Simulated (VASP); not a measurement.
# PbS (Fm-3m) in VASP: further runs, part 2 of 2

VASP 6.6.1. The steps go on from the part before.

## (3) Relaxation of cell and atoms, r2SCAN

This run uses another cell than the first one, of 25.80 Å³/atom.

Input file POSCAR:

```
PbS
1.0
    0.0000000000      2.9550000000      2.9550000000
    2.9550000000      0.0000000000      2.9550000000
    2.9550000000      2.9550000000      0.0000000000
Pb S
1 1
Direct
    0.0000000000      0.0000000000      0.0000000000
    0.5000000000      0.5000000000      0.5000000000
```

Input file INCAR.step1:

```
SYSTEM = PbS
PREC = Accurate ; ENCUT = 600
ISMEAR = 0 ; SIGMA = 0.01
LREAL = .FALSE. ; LASPH = .TRUE.
NELM = 60 ; GGA = PE
ALGO = Normal ; EDIFF = 1E-4
LWAVE = .TRUE. ; LCHARG = .FALSE.
```

Input file INCAR.step2:

```
SYSTEM = PbS
PREC = Accurate ; ENCUT = 600
EDIFF = 1E-7 ; ISMEAR = 0
SIGMA = 0.01 ; LREAL = .FALSE.
LASPH = .TRUE. ; NELM = 60
ALGO = Normal ; ISIF = 3
LWAVE = .FALSE. ; LCHARG = .FALSE.
METAGGA = R2SCAN ; LMIXTAU = .TRUE.
IBRION = 2 ; NSW = 80
EDIFFG = -0.005 ; ISTART = 1
```

Input file KPOINTS:

```
regular mesh
0
G
  10 10 10
  0 0 0
```

Potentials or basis: VASP PAW PBE potentials, release 64 (Pb_d, S).

Run with:

```
$ cat potpaw_PBE.64/Pb_d/POTCAR potpaw_PBE.64/S/POTCAR > POTCAR
$ cp INCAR.step1 INCAR
$ mpirun -np 1 vasp_std > vasp.out
$ cp INCAR.step2 INCAR
$ mpirun -np 1 vasp_std > vasp.out
```

OUTCAR:

```text
SYSTEM = PbS
   PREC = Accurate
   ENCUT = 600
   EDIFF = 1E-7
   ISMEAR = 0
   LREAL = .FALSE.
   LASPH = .TRUE.
   NELM = 60
   ISIF = 3
   METAGGA = R2SCAN
   IBRION = 2
   NSW = 80
   EDIFFG = -0.005
   ISTART = 1

 ion  position               nearest neighbor table
   1  0.000  0.000  0.000-   2 2.96   2 2.96   2 2.96   2 2.96   2 2.96   2 2.96
   2  0.500  0.500  0.500-   1 2.96   1 2.96   1 2.96   1 2.96   1 2.96   1 2.96

  LATTYP: Found a face centered cubic cell.
 ALAT       =     5.9100000000

  Lattice vectors:

 A1 = (   0.0000000000,   2.9550000000,   2.9550000000)
 A2 = (   2.9550000000,   0.0000000000,   2.9550000000)
 A3 = (   2.9550000000,   2.9550000000,   0.0000000000)

Analysis of symmetry for initial positions (statically):
=====================================================================
 Subroutine PRICEL returns:
 Original cell was already a primitive cell.

 Routine SETGRP: Setting up the symmetry group for a
 face centered cubic supercell.

 Subroutine GETGRP returns: Found 48 space group operations
 (whereof 48 operations were pure point group operations)
 out of a pool of 48 trial point group operations.

The static configuration has the point symmetry O_h .

[... 233 lines left out ...]

 number of electron      20.0000000 magnetization

 Free energy of the ion-electron system (eV)
  ---------------------------------------------------
  ext. energy  EPLUGINS =         0.00000000
  ---------------------------------------------------
  free energy    TOTEN  =       -65.61208375 eV

  energy without entropy =      -65.61208375  energy(sigma->0) =      -65.61208375

 E-fermi :   5.5093     XC(G=0): -10.1441

 val. band max:        5.3915564303   @ k =   0.5000   0.0000   0.0000
 cond. band min:       6.0949110799   @ k =   0.5000   0.0000   0.0000
 fundamental gap:      0.7033546496
 Fermi energy:         5.5093240253

 k-point     1 :       0.0000    0.0000    0.0000
  band No.  band energies     occupation
      1     -12.0055      2.00000
      2     -12.0055      2.00000
      3     -12.0055      2.00000
      4     -11.9889      2.00000
      5     -11.9889      2.00000
      6      -8.5992      2.00000
      7      -0.7352      2.00000
      8       3.1946      2.00000
      9       3.1946      2.00000
     10       3.1946      2.00000
     11      10.9024      0.00000
     12      10.9024      0.00000
     13      10.9024      0.00000
     14      12.6046      0.00000
[... 377 lines left out ...]
      1     -12.0937      2.00000
      2     -12.0204      2.00000
      3     -11.9765      2.00000
      4     -11.9637      2.00000
      5     -11.9590      2.00000
      6      -7.3797      2.00000
      7      -2.3150      2.00000
      8       1.8191      2.00000
      9       2.2684      2.00000
     10       2.4717      2.00000
     11       9.4763      0.00000
     12       9.9630      0.00000
     13      10.6569      0.00000
     14      11.1567      0.00000

 [... further k-points ...]

------------------------ aborting loop because EDIFF is reached ----------------------------------------

  FORCE on cell =-STRESS in cart. coord.  units (eV):
  Direction    XX          YY          ZZ          XY          YZ          ZX
  --------------------------------------------------------------------------------------
  -------------------------------------------------------------------------------------
  Total        0.0006956      0.0006956      0.0006956      0.0000000      0.0000000     -0.0000000
  in kB        0.0208966      0.0208966      0.0208966      0.0000000      0.0000000     -0.0000000
  external PRESSURE =       0.0208966 kB  Pullay stress =       0.0000000 kB
[... 17 lines left out ...]
  FREE ENERGIE OF THE ION-ELECTRON SYSTEM (eV)
  ---------------------------------------------------
  free  energy   TOTEN  =       -65.6120837503 eV

  energy  without entropy=      -65.6120837503  energy(sigma->0) =      -65.61208375

 reached required accuracy - stopping structural energy minimisation
```

OUTCAR.step1:

```text
SYSTEM = PbS
   PREC = Accurate
   ENCUT = 600
   ISMEAR = 0
   LREAL = .FALSE.
   LASPH = .TRUE.
[... 630 lines left out ...]
      0.00000      0.00000      0.00000         0.000000      0.000000     -0.000000
      2.95500      2.95500      2.95500        -0.000000      0.000000      0.000000
 -----------------------------------------------------------------------------------
    total drift:                                0.000000      0.000000      0.000000

  FREE ENERGIE OF THE ION-ELECTRON SYSTEM (eV)
  ---------------------------------------------------
  free  energy   TOTEN  =        -8.7467221691 eV

  energy  without entropy=       -8.7467221691  energy(sigma->0) =       -8.74672217
```

OSZICAR.step1:

```text
N       E                     dE             d eps       ncg     rms          rms(c)
DAV:   1     0.169303538085E+03    0.16930E+03   -0.10916E+04  1322   0.168E+03
DAV:   2     0.458360042603E+01   -0.16472E+03   -0.16084E+03  1400   0.383E+02
DAV:   3    -0.886222306460E+01   -0.13446E+02   -0.13292E+02  1700   0.111E+02
DAV:   4    -0.920778744057E+01   -0.34556E+00   -0.34534E+00  1482   0.203E+01
DAV:   5    -0.922072083349E+01   -0.12933E-01   -0.12933E-01  1890   0.391E+00    0.472E+00
DAV:   6    -0.874276575750E+01    0.47796E+00   -0.14423E+00  1982   0.969E+00    0.333E+00
DAV:   7    -0.874328144516E+01   -0.51569E-03   -0.15415E-01  1418   0.228E+00    0.188E+00
DAV:   8    -0.874689290895E+01   -0.36115E-02   -0.15799E-02  1466   0.164E+00    0.217E-01
DAV:   9    -0.874654934949E+01    0.34356E-03   -0.30641E-03  2052   0.587E-01    0.857E-02
DAV:  10    -0.874671417265E+01   -0.16482E-03   -0.33411E-04  1412   0.130E-01    0.455E-02
DAV:  11    -0.874672216909E+01   -0.79964E-05   -0.70913E-05  1060   0.109E-01
   1 F= -.87467222E+01 E0= -.87467222E+01  d E =-.132209E-22
```

It took 3.4 min on 1 thread of Intel Xeon 6975P-C (Granite Rapids), shared host; peak memory 0.25 GiB.

Results:

| Property | Result |
| --- | --- |
| Free energy | -65.6121 eV |
| Relaxed volume | 26.67 Å³/atom |
| Relaxed cell | a = 4.225 Å, b = 4.225 Å, c = 4.225 Å, α = 60.00°, β = 60.00°, γ = 60.00° |
| Space group after relaxing (to 0.1 Å) | Fm-3m (No. 225) |
| Energy gained by relaxing | 5.4 meV/atom |
| Ionic steps | 3 |
| Pressure after relaxing | 0.0 GPa |
| Band gap on the k mesh | 0.70 eV |

Step by step:
| step | energy change (eV) | largest force (eV/Å) | pressure (GPa) | volume (Å³) |
| --- | --- | --- | --- | --- |
| 1 | 0.0000 | 0.0000 | 2.06 | 51.61 |
| 2 | -0.0087 | 0.0000 | -0.82 | 54.12 |
| 3 | -0.0107 | 0.0000 | 0.00 | 53.33 |

Final structure:
```
Pb S
1.0
     0.00000    2.98756    2.98756
     2.98756    0.00000    2.98756
     2.98756    2.98756    0.00000
Pb S
1 1
Direct
  0.00000 0.00000 0.00000
  0.50000 0.50000 0.50000
```

Caveat: the PAW data sets were made with another functional, which shifts forces and pressure a little; spin-orbit coupling is left out, which moves the levels of the heavy elements.
